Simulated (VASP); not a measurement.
Wanted: the native input for a VASP 6.6.1 run.

```
Task                               : single point
Functional                         : HSE06
Potentials or basis                : VASP PAW PBE potentials, release 64 (Rb_sv, Br)
Cutoff                             : 520 eV
k mesh                             : 4 × 4 × 4
Occupations                        : gaussian, width 0.01 eV
Spin                               : no spin polarisation
Dipole correction                  : no
Grid for exact exchange (PRECFOCK) : Normal
Further INCAR settings             : ALGO = Normal; EDIFF = 1e-06; NBANDS = 15
Share of exact exchange            : 0.25
Screening parameter                : 0.2079 1/Å
```

The system is RbBr.

```
Rb Br
1.0
     0.00000    4.02428    4.02428
     4.02428    0.00000    4.02428
     4.02428    4.02428    0.00000
Rb Br
1 1
Direct
  0.00000 0.00000 0.00000
  0.25000 0.25000 0.25000
```

This cell differs from its parent crystal: strain +4.0%.

The input as run:

POSCAR

```
RbBr
1.0
    0.0000000000      4.0242767392      4.0242767392
    4.0242767392      0.0000000000      4.0242767392
    4.0242767392      4.0242767392      0.0000000000
Rb Br
1 1
Direct
    0.0000000000      0.0000000000      0.0000000000
    0.2500000000      0.2500000000      0.2500000000
```

INCAR.step1

```
SYSTEM = RbBr
PREC = Accurate ; ENCUT = 520
EDIFF = 1E-5 ; ISMEAR = 0
SIGMA = 0.01 ; LREAL = .FALSE.
LASPH = .TRUE. ; NELM = 60
ALGO = Normal ; ISIF = 2
LWAVE = .TRUE. ; LCHARG = .FALSE.
NBANDS = 15 ; GGA = PE
```

INCAR.step2

```
SYSTEM = RbBr
PREC = Accurate ; ENCUT = 520
EDIFF = 1E-6 ; ISMEAR = 0
SIGMA = 0.01 ; LREAL = .FALSE.
LASPH = .TRUE. ; NELM = 60
ALGO = Normal ; ISIF = 2
LWAVE = .FALSE. ; LCHARG = .FALSE.
GGA = PE ; LHFCALC = .TRUE.
HFSCREEN = 0.2079 ; PRECFOCK = Normal
NBANDS = 15 ; ISTART = 1
```

KPOINTS

```
Automatic mesh
0
G
  4 4 4
  0 0 0
```

Potentials or basis: VASP PAW PBE potentials, release 64 (Rb_sv, Br).

Launch:

```bash
$ cat potpaw_PBE.64/Rb_sv/POTCAR potpaw_PBE.64/Br/POTCAR > POTCAR
$ cp INCAR.step1 INCAR
$ mpirun -np 1 vasp_std > vasp.out
$ cp INCAR.step2 INCAR
$ mpirun -np 1 vasp_std > vasp.out
```

It gave:

```json
{"Pressure": "-0.7 GPa", "Band gap on the k mesh": "4.99 eV (least direct gap 5.04 eV)"}
```

Caveat: the cell differs from its parent crystal (strain +4.0%); the structure was generated, so it needn't be the stable form of RbBr; the PAW data sets were made with another functional, which shifts forces and pressure a little.

It took 8.7 min on 1 thread of Intel(R) Xeon(R) Platinum 8259CL CPU @ 2.50GHz (Skylake/Cascade Lake), with other jobs on the host, peak memory 0.39 GiB.
